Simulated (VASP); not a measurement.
Si2W (fluorite type): relaxation of cell and atoms with PBE

The system is Si2W (fluorite type).

```
W Si
1.0
     0.00000    2.94955    2.94955
     2.94955    0.00000    2.94955
     2.94955    2.94955    0.00000
W Si
1 2
Direct
  0.00000 0.00000 0.00000
  0.25000 0.25000 0.25000
  0.75000 0.75000 0.75000
```

| Property | Result |
| --- | --- |
| Program | VASP 6.6.1 |
| Task | relaxation of cell and atoms |
| Functional | PBE |
| Potentials or basis | VASP PAW PBE potentials, release 64 (W_sv, Si) |
| Cutoff | 600 eV |
| k mesh | 9 × 9 × 9 |
| Occupations | fermi-dirac, width 0.05 eV |
| Spin | no spin polarisation |
| Target pressure | 0.026 GPa |
| Dipole correction | no |
| Further INCAR settings | ALGO = Normal; EDIFF = 1e-07; IBRION = 2; EDIFFG = -0.005; NSW = 32; ISIF = 3 |

The relaxed volume is 17.11 Å³/atom. The relaxed cell is a = 4.172 Å, b = 4.172 Å, c = 4.172 Å, α = 60.00°, β = 60.00°, γ = 60.00°. The space group after relaxing (to 0.05 Å) is Fm-3m (No. 225). The energy change on relaxing (the enthalpy is what falls) is -0.0 meV/atom. The ionic steps are 3, the pressure after relaxing is 0.0 GPa and the band gap on the k mesh is zero (band 11 reaches 9.05 eV, above the bottom of band 12 at 7.52 eV).

Final structure:
```
W Si
1.0
     0.00000    2.94996    2.94996
     2.94996    0.00000    2.94996
     2.94996    2.94996    0.00000
W Si
1 2
Cartesian
  0.0000 0.0000 0.0000
  1.4750 1.4750 1.4750
  4.4249 4.4249 4.4249
```

Levels at points of the mesh, in eV from the Fermi level:
| k point | band 7 | band 8 | band 9 | band 10 | band 11 | band 12 | band 13 | band 14 | band 15 |
| --- | --- | --- | --- | --- | --- | --- | --- | --- | --- |
| (0.00, 0.00, 0.00) | -4.40 | -4.40 | -2.36 | -0.90 | -0.90 | 3.76 | 3.76 | 3.76 | 4.36 |

Run time: 58 s on 1 thread of Intel(R) Xeon(R) Platinum 8375C CPU @ 2.90GHz (Ice Lake), with other jobs on the host, peak memory 0.21 GiB.

Caveat: the cell is relaxed towards a set pressure, so the enthalpy falls and the energy may rise; spin-orbit coupling is left out, which moves the levels of the heavy elements.
